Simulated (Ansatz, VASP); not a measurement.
Two plane-wave programs on PbSe

Contents of INCAR:

```
SYSTEM = PbSe
PREC     = Accurate       ! precision mode
ENCUT    = 520            ! plane-wave cutoff, eV
EDIFF    = 1E-6           ! SCF threshold, eV
ISMEAR   = 0              ! smearing method
SIGMA    = 0.05           ! smearing width, eV
LREAL    = .False.        ! projectors in reciprocal space
LASPH    = .True.         ! aspherical terms in the spheres
NELM     = 80             ! most SCF steps
ALGO     = Normal         ! electronic algorithm
ISIF     = 2              ! what is computed and relaxed
LWAVE    = .False.        ! write WAVECAR
LCHARG   = .False.        ! write CHGCAR
LDIPOL   = .True.       
IDIPOL   = 3            
DIPOL    = 0.5 0.5 0.500
GGA      = PS             ! functional
NBANDS   = 28             ! bands
```

The input KPOINTS:

```
regular mesh
0
Gamma
  8 8 1
  0 0 0
```

File POSCAR:

```
PbSe
1.0
    4.3155464023      0.0000000000      0.0000000000
    0.0000000000      4.3155464023      0.0000000000
    0.0000000000      0.0000000000     18.0515521256
Pb Se
2 2
Direct
    0.5000000000      0.5000000000      0.4154767384
    0.0000000000      0.0000000000      0.5845232616
    0.0000000000      0.0000000000      0.4154767384
    0.5000000000      0.5000000000      0.5845232616
```

Input for Ansatz:

```yaml
crystal:
  lattice:
    - [4.3155464023, 0.0, 0.0]
    - [0.0, 4.3155464023, 0.0]
    - [0.0, 0.0, 18.0515521256]
  atoms:
    - { symbol: Pb, position: [0.5, 0.5, 0.4154767384] }
    - { symbol: Se, position: [0.0, 0.0, 0.4154767384] }
    - { symbol: Pb, position: [0.0, 0.0, 0.5845232616] }
    - { symbol: Se, position: [0.5, 0.5, 0.5845232616] }
basis:
  ecutwfc: 420
kpoints:
  mp_grid: { grid: [8, 8, 1] }
hamiltonian:
  xc: pbesol
scf:
  occupations: { method: gaussian, width: 0.05 }
output:
  forces: true
  stress: true
  eigenvalues: true
  write_density: true
  write_potential: true
  elf: true
  volumetric_format: npy
efield:
  axis: 3
  dipole_correction: true
```

Alike in both runs: task single point; functional PBEsol; k mesh 8 × 8 × 1; occupations gaussian, width 0.05 eV; no spin polarisation.

|  | VASP | Ansatz |
| --- | --- | --- |
| version | VASP 6.6.1 | Ansatz 0.2.0 |
| potentials or method | VASP PAW PBE potentials, release 64 (Pb_d, Se), cutoff 520 eV | scalar-relativistic, plane waves, PAW |
| valence electrons in the cell | 40 | 60 |

```tsv
	VASP	Ansatz	Ansatz less VASP
gap on the k mesh at the Fermi level (eV)	1.32	1.32	-0.001
least direct gap on the mesh (eV)	1.32	1.32	-0.001
rms of the force components (eV/Å)	0.366	0.368	+0.0016
```

VASP's potentials were made for PBE, not for PBEsol. VASP's potentials hold 40 valence electrons a cell and Ansatz's 60, so a difference there can come from the potentials and not from the codes.

Spin-orbit coupling is off throughout.
